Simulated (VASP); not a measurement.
A run of VASP 6.6.1 is set up as follows.

The input INCAR:

```
SYSTEM = Tl
ALGO = Normal ; EDIFF = 1E-6
ENCUT = 520 ; ISIF = 2
ISMEAR = -1 ; LASPH = .True.
LCHARG = .True. ; LELF = .True.
LREAL = .False. ; LVHAR = .True.
LWAVE = .False. ; NBANDS = 20
NELM = 60 ; PREC = Accurate
SIGMA = 0.2
```

KPOINTS

```
k-points
0
Gamma
  11 11 6
  0 0 0
```

The input POSCAR:

```
Tl
1.0
    3.4014029632      0.0000000000      0.0000000000
   -1.7007014816      2.9457013746      0.0000000000
    0.0000000000      0.0000000000      5.4430041633
Tl
2
Direct
    0.3333333333      0.6666666667      0.2500000000
    0.6666666667      0.3333333333      0.7500000000
```

Potentials or basis: VASP PAW LDA potentials, release 64 (Tl_d).

Command:

```bash
$ cat potpaw_LDA.64/Tl_d/POTCAR > POTCAR
$ mpirun -np 1 vasp_std > vasp.out
```

Task: Predict the band gap on the k mesh.

Result: Zero (band 13 reaches 10.48 eV, above the bottom of band 14 at 4.51 eV).

Task: Estimate the pressure.

Result: 0.2 GPa.

Caveat: spin-orbit coupling is left out, which moves the levels of the heavy elements.
